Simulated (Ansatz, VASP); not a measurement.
## One calculation of Be, two programs

Contents of INCAR:

```
SYSTEM = Be
ALGO     = Normal         ! electronic algorithm
EDIFF    = 1E-6           ! SCF threshold, eV
ENCUT    = 520            ! plane-wave cutoff, eV
GGA      = PE             ! functional
ISIF     = 2              ! what is computed and relaxed
ISMEAR   = -1             ! smearing method
LASPH    = .True.         ! aspherical terms in the spheres
LCHARG   = .False.        ! write CHGCAR
LREAL    = .False.        ! projectors in reciprocal space
LWAVE    = .False.        ! write WAVECAR
NBANDS   = 9              ! bands
NELM     = 100            ! most SCF steps
PREC     = Accurate       ! precision mode
SIGMA    = 0.08           ! smearing width, eV
```

Contents of KPOINTS:

```
k-points
0
Gamma
  20 20 20
  0 0 0
```

The input POSCAR:

```
Be
1.0
   -1.5061608674      1.5061608674      0.8282014875
    1.5061608674     -1.5061608674      0.8282014875
    1.5061608674      1.5061608674     -0.8282014875
Be
2
Direct
   -0.3750000000     -0.1250000000     -0.2500000000
    0.3750000000      0.1250000000      0.2500000000
```

Input for Ansatz:

```yaml
crystal:
  lattice:
    - [-1.5061608674, 1.5061608674, 0.8282014875]
    - [1.5061608674, -1.5061608674, 0.8282014875]
    - [1.5061608674, 1.5061608674, -0.8282014875]
  atoms:
    - { symbol: Be, position: [-0.375, -0.125, -0.25] }
    - { symbol: Be, position: [0.375, 0.125, 0.25] }
kpoints:
  mp_grid: { grid: [20, 20, 20] }
scf:
  occupations: { method: fermi_dirac, width: 0.08 }
hamiltonian:
  xc: pbe
  pseudopotentials: { kind: all_electron, datasets: crystal }
output:
  forces: true
  stress: true
  eigenvalues: true
```

Change from the starting cell: volume scaled by 0.4, crystal datasets.

Alike in both runs: task single point; functional PBE; k mesh 20 × 20 × 20; occupations fermi-dirac, width 0.08 eV; no spin polarisation.

```csv
,VASP,Ansatz
version,VASP 6.6.1,Ansatz 0.2.0
potentials or method,"VASP PAW PBE potentials, release 64 (Be), cutoff 520 eV","all-electron PAW with datasets made for the crystal, scalar-relativistic"
```

Ansatz gave:

| Quantity | Value |
| --- | --- |
| pressure (GPa) | 338.4 |
| traceless stress, the component that is largest in VASP (GPa) | -0.33 |

Which values does VASP return?

Pressure (GPa): 341.6; traceless stress, the component that is largest in VASP (GPa): -0.45.

Both programs put the cell under a high pressure, so it lies far from rest at this level. Ansatz ran all-electron here, and VASP with PAW potentials.

Noted on VASP's run: the cell as given lies far from equilibrium.
